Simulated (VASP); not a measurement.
A run of VASP 6.6.1:

Contents of INCAR:

```
ALGO = Normal
EDIFF = 1E-6
ENCUT = 500
GGA = LIBXC
GGA_COMPAT = False
ISIF = 2
ISMEAR = 0
LASPH = True
LCHARG = True
LELF = True
LIBXC1 = GGA_X_PBE
LIBXC2 = GGA_C_PBE_SOL
LREAL = False
LVHAR = True
LWAVE = False
NBANDS = 13
NELM = 120
PREC = Accurate
SIGMA = 0.01
```

File KPOINTS:

```
k-points
0
Gamma
  9 9 9
```

The input POSCAR:

```
Pb
1.0
   -1.9663728605      1.9663728605      1.9663728605
    1.9663728605     -1.9663728605      1.9663728605
    1.9663728605      1.9663728605     -1.9663728605
Pb
1
Direct
    0.0000000000      0.0000000000      0.0000000000
```

Potentials or basis: VASP PAW PBE potentials, release 64 (Pb_d).

Command:

```sh
$ cat potpaw_PBE.64/Pb_d/POTCAR > POTCAR
$ mpirun -np 1 vasp_std > vasp.out
```

Hardware: 1 thread of Intel(R) Xeon(R) 6975P-C (Granite Rapids), with other jobs on the host.

Problem. How long does it take, and how much memory?

Solution. Wall time 6.5 s on 1 thread of Intel(R) Xeon(R) 6975P-C (Granite Rapids), with other jobs on the host, peak memory 0.15 GiB. Counts: scf iterations 10, k points 35.
